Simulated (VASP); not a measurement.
Here is a VASP 6.6.1 calculation.

File INCAR:

```
PREC     = Accurate       # precision mode
ENCUT    = 520            # plane-wave cutoff, eV
EDIFF    = 1E-8           # SCF threshold, eV
ISMEAR   = -1             # smearing method
SIGMA    = 0.02           # smearing width, eV
LREAL    = F              # projectors in reciprocal space
LASPH    = T              # aspherical terms in the spheres
NELM     = 100            # most SCF steps
ALGO     = Normal         # electronic algorithm
ISIF     = 2              # what is computed and relaxed
LWAVE    = F              # write WAVECAR
LCHARG   = F              # write CHGCAR
GGA      = PE             # functional
LEFG     = T            
NBANDS   = 26             # bands
```

KPOINTS

```
Automatic mesh
0
Gamma
  11 11 6
```

Contents of POSCAR:

```
ZnO
1.0
    3.2493987239      0.0000000000      0.0000000000
   -1.6246993619      2.8140618419      0.0000000000
    0.0000000000      0.0000000000      5.1517620000
Zn O
2 2
Direct
    0.3333333333      0.6666666667      0.0000000000
    0.6666666667      0.3333333333      0.5000000000
    0.3333333333      0.6666666667      0.3821000000
    0.6666666667      0.3333333333      0.8821000000
```

Potentials or basis: VASP PAW PBE potentials, release 64 (Zn, O).

Launch:

```sh
$ cat potpaw_PBE.64/Zn/POTCAR potpaw_PBE.64/O/POTCAR > POTCAR
$ mpirun -np 1 vasp_std > vasp.out
```

Problem. What does it give for the largest force?

Solution. 0.071 eV/Å.

Problem. Estimate the pressure.

Solution. 7.6 GPa.

Problem. Estimate the band gap on the k mesh.

Solution. 0.82 eV.

Forces on the atoms (eV/Å):
```
Zn   0.000  0.000 -0.071
Zn   0.000  0.000 -0.071
O    0.000  0.000  0.071
O    0.000  0.000  0.071
```

Caveat: the cell differs from its parent crystal (zz strain of -1 %); the cell stands under pressure; without QUAD_EFG the Cq values of the log hold for a quadrupole moment of 1 mb, not for the nuclei.
